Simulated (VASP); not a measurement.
Input of a VASP 6.6.1 run:

The input INCAR:

```
SYSTEM = Pt
PREC = Accurate
ENCUT = 520
EDIFF = 1E-6
ISMEAR = 1
SIGMA = 0.15
LREAL = .False.
LASPH = .True.
NELM = 100
ALGO = Normal
ISIF = 2
LWAVE = .False.
LCHARG = .False.
GGA = PS
NBANDS = 11
```

KPOINTS

```
regular mesh
0
Gamma
  11 11 11
  0 0 0
```

The input POSCAR:

```
Pt
1.0
    0.0000000000      1.9609000000      1.9609000000
    1.9609000000      0.0000000000      1.9609000000
    1.9609000000      1.9609000000      0.0000000000
Pt
1
Direct
    0.0000000000      0.0000000000      0.0000000000
```

Potentials or basis: VASP PAW PBE potentials, release 64 (Pt).

Run with:

```sh
$ cat potpaw_PBE.64/Pt/POTCAR > POTCAR
$ mpirun -np 1 vasp_std > vasp.out
```

Problem. Estimate the pressure.

Solution. -1.6 GPa.

Problem. Estimate the band gap on the k mesh.

Solution. Zero (band 5 reaches 11.48 eV, above the bottom of band 6 at 9.37 eV).

Caveat: the PAW data sets were made with another functional, which shifts forces and pressure a little; spin-orbit coupling is left out, which moves the levels of the heavy elements.
